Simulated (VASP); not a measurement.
# CsBr (Pm-3m) in VASP: further runs, part 2 of 2

VASP 6.6.1.

**5. Single point, r2SCAN (41.60 Å³/atom)**

This run uses another cell than the first one, of 41.60 Å³/atom.

Input file POSCAR:

```
CsBr
1.0
    4.3654063332      0.0000000000      0.0000000000
    0.0000000000      4.3654063332      0.0000000000
    0.0000000000      0.0000000000      4.3654063332
Cs Br
1 1
Direct
    0.0000000000      0.0000000000      0.0000000000
    0.5000000000      0.5000000000      0.5000000000
```

Input file INCAR.step1:

```
SYSTEM = CsBr
  PREC = Accurate
  ENCUT = 550
  ISMEAR = 0
  SIGMA = 0.02
  LREAL = .False.
  LASPH = .True.
  NELM = 120
  NBANDS = 15
  GGA = PE
  ALGO = Normal
  EDIFF = 1E-5
  LWAVE = .True.
  LCHARG = .False.
  GGA_COMPAT = .False.
```

Input file INCAR.step2:

```
SYSTEM = CsBr
  PREC = Accurate
  ENCUT = 550
  EDIFF = 1E-6
  ISMEAR = 0
  SIGMA = 0.02
  LREAL = .False.
  LASPH = .True.
  NELM = 120
  ALGO = Normal
  ISIF = 2
  LWAVE = .False.
  LCHARG = .True.
  METAGGA = R2SCAN
  LMIXTAU = .True.
  LELF = .True.
  LVHAR = .True.
  NBANDS = 15
  ISTART = 1
  GGA_COMPAT = .False.
```

Input file KPOINTS:

```
regular mesh
0
Gamma
  6 6 6
  0 0 0
```

Potentials or basis: VASP PAW PBE potentials, release 64 (Cs_sv, Br).

On the command line:

```bash
$ cat potpaw_PBE.64/Cs_sv/POTCAR potpaw_PBE.64/Br/POTCAR > POTCAR
$ cp INCAR.step1 INCAR
$ mpirun -np 1 vasp_std > vasp.out
$ cp INCAR.step2 INCAR
$ mpirun -np 1 vasp_std > vasp.out
```

OUTCAR:

```text
SYSTEM = CsBr
   PREC = Accurate
   ENCUT = 550
   EDIFF = 1E-6
   ISMEAR = 0
   LREAL = .False.
   LASPH = .True.
   NELM = 120
   ISIF = 2
   METAGGA = R2SCAN
   ISTART = 1

 ion  position               nearest neighbor table
   1  0.000  0.000  0.000-
   2  0.500  0.500  0.500-

  LATTYP: Found a simple cubic cell.
 ALAT       =     4.3654063332

  Lattice vectors:

 A1 = (   4.3654063332,   0.0000000000,   0.0000000000)
 A2 = (   0.0000000000,   4.3654063332,   0.0000000000)
 A3 = (   0.0000000000,   0.0000000000,   4.3654063332)

Analysis of symmetry for initial positions (statically):
=====================================================================
 Subroutine PRICEL returns:
 Original cell was already a primitive cell.

 Routine SETGRP: Setting up the symmetry group for a
 simple cubic supercell.

 Subroutine GETGRP returns: Found 48 space group operations
 (whereof 48 operations were pure point group operations)
 out of a pool of 48 trial point group operations.

The static configuration has the point symmetry O_h .

Analysis of symmetry for dynamics (positions and initial velocities):
=====================================================================
 Subroutine PRICEL returns:
 Original cell was already a primitive cell.

 Routine SETGRP: Setting up the symmetry group for a
 simple cubic supercell.

 Subroutine GETGRP returns: Found 48 space group operations
 (whereof 48 operations were pure point group operations)
 out of a pool of 48 trial point group operations.

The dynamic configuration has the point symmetry O_h .

 Subroutine INISYM returns: Found 48 space group operations
 (whereof 48 operations are pure point group operations),
 and found     1 'primitive' translations

----------------------------------------------------------------------------------------

                                     Primitive cell

  volume of cell :      83.1906

  direct lattice vectors                    reciprocal lattice vectors
[... 111 lines left out ...]
   LEPSILON=     F    determine dielectric tensor
   LRPA    =     F    only Hartree local field effects (RPA)
 non-spin polarized calculation
 Gauss-broadening in eV      SIGMA  =   0.02
  energy-cutoff  :      550.00
  volume of cell :       83.19
 maximum number of plane-waves:      2469
 NGX is ok and might be reduce to    36
   NGX = 17   NGY = 17   NGZ = 17

 number of electron      16.0000004 magnetization

 Free energy of the ion-electron system (eV)
  ---------------------------------------------------
  ext. energy  EPLUGINS =         0.00000000
  ---------------------------------------------------
  free energy    TOTEN  =       -42.32312111 eV

  energy without entropy =      -42.32312111  energy(sigma->0) =      -42.32312111

 E-fermi :  -0.7330     XC(G=0):  -8.2059

 val. band max:       -0.9197171259   @ k =   0.5000   0.5000   0.0000
 cond. band min:       4.1297281184   @ k =   0.0000   0.0000   0.0000
 fundamental gap:      5.0494452443
 Fermi energy:        -0.7330029877

 k-point     1 :       0.0000    0.0000    0.0000
  band No.  band energies     occupation
      1     -21.3126      2.00000
      2     -13.6588      2.00000
      3      -7.5522      2.00000
      4      -7.5522      2.00000
      5      -7.5522      2.00000
      6      -0.9356      2.00000
      7      -0.9356      2.00000
      8      -0.9356      2.00000
      9       4.1297      0.00000
     10       4.5254      0.00000
     11       4.5254      0.00000
     12       8.7247      0.00000
     13       8.7247      0.00000
     14       8.7247      0.00000
[... 329 lines left out ...]
      2     -13.4958      2.00000
      3      -7.9075      2.00000
      4      -7.9075      2.00000
      5      -7.9075      2.00000
      6      -1.9806      2.00000
      7      -1.9806      2.00000
      8      -1.9806      2.00000
      9       7.8192      0.00000
     10       7.8192      0.00000
     11       7.8192      0.00000
     12       8.6900      0.00000
     13       8.6900      0.00000
     14       8.6900      0.00000
     15      10.7107      0.00000

------------------------ aborting loop because EDIFF is reached ----------------------------------------

  FORCE on cell =-STRESS in cart. coord.  units (eV):
  Direction    XX          YY          ZZ          XY          YZ          ZX
  --------------------------------------------------------------------------------------
  -------------------------------------------------------------------------------------
  Total       -0.1935273     -0.1935273     -0.1935273     -0.0000000     -0.0000000     -0.0000000
  in kB       -3.7271658     -3.7271658     -3.7271658     -0.0000000     -0.0000000     -0.0000000
  external PRESSURE =      -3.7271658 kB  Pullay stress =       0.0000000 kB

 VOLUME and BASIS-vectors are now :
 -----------------------------------------------------------------------------
  energy-cutoff  :      550.00
  volume of cell :       83.19
      direct lattice vectors                 reciprocal lattice vectors
     4.365406333  0.000000000  0.000000000     0.229073750  0.000000000  0.000000000
     0.000000000  4.365406333  0.000000000     0.000000000  0.229073750  0.000000000
     0.000000000  0.000000000  4.365406333     0.000000000  0.000000000  0.229073750

 POSITION                                       TOTAL-FORCE (eV/Angst)
 -----------------------------------------------------------------------------------
      0.00000      0.00000      0.00000         0.000000      0.000000      0.000000
      2.18270      2.18270      2.18270         0.000000      0.000000      0.000000
 -----------------------------------------------------------------------------------
    total drift:                                0.000000      0.000000      0.000000

  FREE ENERGIE OF THE ION-ELECTRON SYSTEM (eV)
  ---------------------------------------------------
  free  energy   TOTEN  =       -42.3231211067 eV

  energy  without entropy=      -42.3231211067  energy(sigma->0) =      -42.32312111
```

OSZICAR.step1:

```text
N       E                     dE             d eps       ncg     rms          rms(c)
DAV:   1     0.947667861458E+02    0.94767E+02   -0.67697E+03   600   0.940E+02
DAV:   2     0.160299529010E+01   -0.93164E+02   -0.85261E+02   878   0.155E+02
DAV:   3    -0.622195753927E+01   -0.78250E+01   -0.77962E+01   782   0.497E+01
DAV:   4    -0.630076886397E+01   -0.78811E-01   -0.78802E-01   712   0.579E+00
DAV:   5    -0.630121012827E+01   -0.44126E-03   -0.44126E-03   810   0.455E-01    0.180E+00
DAV:   6    -0.605928535899E+01    0.24192E+00   -0.22752E-01   726   0.245E+00    0.104E+00
DAV:   7    -0.601985350272E+01    0.39432E-01   -0.12705E-01   761   0.180E+00    0.614E-01
DAV:   8    -0.602302902917E+01   -0.31755E-02   -0.14362E-02   684   0.704E-01    0.125E-01
DAV:   9    -0.602283847647E+01    0.19055E-03   -0.15578E-03   761   0.203E-01    0.699E-02
DAV:  10    -0.602295009753E+01   -0.11162E-03   -0.21159E-04   670   0.991E-02    0.167E-02
DAV:  11    -0.602295399664E+01   -0.38991E-05   -0.25874E-05   691   0.298E-02
   1 F= -.60229540E+01 E0= -.60229540E+01  d E =-.115678E-28
```

It took 66 s on 1 thread of AMD EPYC 9R45 (Zen 5), shared host; peak memory 0.19 GiB.

What came out:

```yaml
Free_energy: -42.3231 eV
Pressure: -0.4 GPa
Band_gap_on_the_k_mesh: 5.05 eV (least direct gap 5.07 eV)
```

Caveat: the PAW data sets were made with another functional, which shifts forces and pressure a little; spin-orbit coupling is left out, which moves the levels of the heavy elements. r2SCAN opens gaps a little over a GGA but as a rule still falls short of measured ones.

**6. Single point, r2SCAN (42.81 Å³/atom)**

This run uses another cell than the first one, of 42.81 Å³/atom.

Input file POSCAR:

```
CsBr
1.0
    4.4073839693      0.0000000000      0.0000000000
    0.0000000000      4.4073839693      0.0000000000
    0.0000000000      0.0000000000      4.4073839693
Cs Br
1 1
Direct
    0.0000000000      0.0000000000      0.0000000000
    0.5000000000      0.5000000000      0.5000000000
```

Input file INCAR.step1:

```
SYSTEM = CsBr
PREC = Accurate
ENCUT = 550
ISMEAR = 0
SIGMA = 0.02
LREAL = .FALSE.
LASPH = .TRUE.
NELM = 120
NBANDS = 15
GGA = PE
ALGO = Normal
EDIFF = 1E-5
LWAVE = .TRUE.
LCHARG = .FALSE.
GGA_COMPAT = .FALSE.
```

Input file INCAR.step2:

```
SYSTEM = CsBr
PREC = Accurate
ENCUT = 550
EDIFF = 1E-6
ISMEAR = 0
SIGMA = 0.02
LREAL = .FALSE.
LASPH = .TRUE.
NELM = 120
ALGO = Normal
ISIF = 2
LWAVE = .FALSE.
LCHARG = .FALSE.
METAGGA = R2SCAN
LMIXTAU = .TRUE.
NBANDS = 15
ISTART = 1
GGA_COMPAT = .FALSE.
```

Input file KPOINTS:

```
Automatic mesh
0
G
  6 6 6
  0 0 0
```

Potentials or basis: VASP PAW PBE potentials, release 64 (Cs_sv, Br).

On the command line:

```bash
$ cat potpaw_PBE.64/Cs_sv/POTCAR potpaw_PBE.64/Br/POTCAR > POTCAR
$ cp INCAR.step1 INCAR
$ mpirun -np 1 vasp_std > vasp.out
$ cp INCAR.step2 INCAR
$ mpirun -np 1 vasp_std > vasp.out
```

Wall time 65 s (1 thread of AMD EPYC 9R45 (Zen 5), shared host); peak memory 0.19 GiB.

It converged, with:

```
Free energy            : -42.3148 eV
Pressure               : -0.7 GPa
Band gap on the k mesh : 4.93 eV (least direct gap 4.96 eV)
```

Levels at points of the mesh, in eV from the valence-band top:
```csv
k point,band 5,band 6,band 7,band 8,band 9,band 10,band 11,band 12
"(0.00, 0.00, 0.00)",-6.69,-0.02,-0.02,-0.02,4.93,5.46,5.46,9.55
"(0.50, 0.00, 0.00)",-6.62,-1.15,-0.17,-0.17,6.40,7.55,8.01,8.92
"(0.50, 0.50, 0.00)",-6.57,-0.57,-0.57,0.00,5.78,6.04,7.77,7.77
"(0.50, 0.50, 0.50)",-7.02,-1.00,-1.00,-1.00,8.60,8.60,8.60,9.46
```

Caveat: the PAW data sets were made with another functional, which shifts forces and pressure a little; spin-orbit coupling is left out, which moves the levels of the heavy elements. r2SCAN opens gaps a little over a GGA but as a rule still falls short of measured ones.

**7. The runs side by side**

```tsv
cell	gap on the mesh (eV)	pressure (GPa)
a = 4.234 Å, 2 atoms	5.35	1.2
a = 4.279 Å, 2 atoms	5.31	0.6
a = 4.323 Å, 2 atoms	5.18	0.1
a = 4.365 Å, 2 atoms	5.05	-0.4
a = 4.407 Å, 2 atoms	4.93	-0.7
```

Alike in all rows: task single point; level r2SCAN; potentials or basis VASP PAW PBE potentials, release 64 (Cs_sv, Br); no spin polarisation; k mesh 6 × 6 × 6; cutoff (eV) 550; smearing gaussian 0.02 eV.

Caveats: the PAW data sets were made with another functional, which shifts forces and pressure a little; spin-orbit coupling is left out, which moves the levels of the heavy elements.

Absolute energies hang on the potentials; compare differences alone.
